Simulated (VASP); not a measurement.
Crystal: Si7Mo.

```
Si Mo
1.0
     4.28102    0.00000    0.00000
    -2.14051    3.70747    0.00000
     0.00000    0.00000    9.48600
Si Mo
7 1
Direct
  0.33333 0.66667 0.25936
  0.33333 0.66667 0.74064
  0.66667 0.33333 0.61562
  0.66667 0.33333 0.38438
  0.66667 0.33333 0.00000
  0.00000 0.00000 0.14076
  0.00000 0.00000 0.85924
  0.33333 0.66667 0.50000
```

* Program: VASP 6.6.1
* Task: relaxation of cell and atoms
* Functional: PBE
* Potentials or basis: VASP PAW PBE potentials, release 64 (Si, Mo_sv)
* Cutoff: 600 eV
* k mesh: 4 × 4 × 2
* Occupations: gaussian, width 0.2 eV
* Spin: no spin polarisation

At the start: pressure -6.6 GPa; volume 18.82 Å³/atom.

Q: Where does the relaxation end?

A: Over 18 steps the energy falls by 326.6 meV/atom and the volume is 16.07 Å³/atom (-14.6 %); space group P-6m2 (No. 187, to 0.05 Å).

Step by step:
```csv
step,energy change (eV),largest force (eV/Å),pressure (GPa),volume (Å³)
1,0.0000,3.0549,-6.64,150.56
2,-2.2936,0.4626,-2.76,132.96
3,-2.3136,0.4236,-1.92,131.59
4,-2.3293,0.4570,0.42,128.83
5,-2.3764,0.3516,-0.42,129.52
6,-2.4629,0.1398,-2.64,131.57
7,-2.4798,0.1627,-2.52,131.39
8,-2.5224,0.2331,-2.13,130.83
9,-2.5483,0.4117,-1.08,129.67
10,-2.5502,0.3592,-1.35,129.93
11,-2.5650,0.3190,-0.99,129.50
12,-2.5951,0.1993,0.17,128.19
13,-2.5856,0.1311,2.85,125.61
14,-2.6029,0.1057,1.17,127.18
15,-2.6096,0.0825,0.59,127.80
16,-2.6123,0.0840,-0.11,128.57
17,-2.6123,0.0839,-0.07,128.53
18,-2.6129,0.0697,-0.04,128.53
```

Final structure:
```yaml
crystal:
  lattice:
    - [3.68439, 0.00000, 0.00000]
    - [-1.84220, 3.19078, 0.00000]
    - [0.00000, 0.00000, 10.93297]
  atoms:
    - { symbol: Si, position: [0.33333, 0.66667, 0.24921] }
    - { symbol: Si, position: [0.33333, 0.66667, 0.75079] }
    - { symbol: Si, position: [0.66667, 0.33333, 0.62778] }
    - { symbol: Si, position: [0.66667, 0.33333, 0.37222] }
    - { symbol: Si, position: [0.66667, 0.33333, 0.00000] }
    - { symbol: Si, position: [0.00000, 0.00000, 0.12695] }
    - { symbol: Si, position: [0.00000, 0.00000, 0.87305] }
    - { symbol: Mo, position: [0.33333, 0.66667, 0.50000] }
```

Caveat: the k points lie up to 0.49 Å⁻¹ apart in the final cell; the relaxation stopped at a loose force limit of 0.08 eV/Å, so its end isn't a converged minimum.
